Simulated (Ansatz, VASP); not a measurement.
# MgO in VASP and in Ansatz

The input POSCAR:

```
MgO
1.0
    2.9380210000      0.0000000000      0.0000000000
   -1.4690100000      2.5444010000      0.0000000000
    0.0000000000      0.0000000000      2.6796800000
Mg O
1 1
Direct
    0.0000000000      0.0000000000      0.0000000000
    0.3333333333      0.6666666667      0.5000000000
```

INCAR.step1

```
SYSTEM = MgO
ALGO = Normal ; EDIFF = 1E-4
ENCUT = 520 ; GGA = PE
ISMEAR = 0 ; LASPH = .TRUE.
LCHARG = .FALSE. ; LREAL = .FALSE.
LWAVE = .TRUE. ; NBANDS = 11
NELM = 100 ; PREC = Accurate
SIGMA = 0.01
```

Contents of INCAR.step2:

```
SYSTEM = MgO
ALGO = Normal ; EDIFF = 1E-6
ENCUT = 520 ; ISIF = 2
ISMEAR = 0 ; ISTART = 1
LASPH = .TRUE. ; LCHARG = .TRUE.
LELF = .TRUE. ; LMIXTAU = .TRUE.
LREAL = .FALSE. ; LVHAR = .TRUE.
LWAVE = .FALSE. ; METAGGA = R2SCAN
NBANDS = 11 ; NELM = 100
PREC = Accurate ; SIGMA = 0.01
```

Contents of KPOINTS:

```
k-points
0
G
  12 12 8
  0 0 0
```

Input for Ansatz:

```yaml
crystal:
  lattice:
    - [2.938021, 0.0, 0.0]
    - [-1.46901, 2.544401, 0.0]
    - [0.0, 0.0, 2.67968]
  atoms:
    - { symbol: Mg, position: [0.0, 0.0, 0.0] }
    - { symbol: O, position: [0.3333333333333333, 0.6666666666666666, 0.5] }
basis:
  ecutwfc: 550.0
kpoints:
  mp_grid:
    grid: [12, 12, 8]
hamiltonian:
  xc: r2scan
  pseudopotentials:
    kind: paw
scf:
  occupations:
    method: fixed
output:
  stress: true
```

Alike in both runs: task single point; functional r2SCAN; k mesh 12 × 12 × 8; no spin polarisation.

|  | VASP | Ansatz |
| --- | --- | --- |
| version | VASP 6.6.1 | Ansatz 0.2.0 |
| potentials or method | VASP PAW PBE potentials, release 64 (Mg, O), cutoff 520 eV | plane waves, PAW |
| occupations | gaussian, width 0.01 eV | fixed |
| valence electrons in the cell | 8 | 16 |

```tsv
	VASP	Ansatz	Ansatz less VASP
pressure (GPa)	-6.2	-5.2	+1.03
traceless stress, the component that is largest in VASP (GPa)	-0.71	-0.55	+0.158
```

VASP's potentials were made for PBE, not for r2SCAN. VASP's potentials hold 8 valence electrons a cell and Ansatz's 16, so a difference there can come from the potentials and not from the codes.
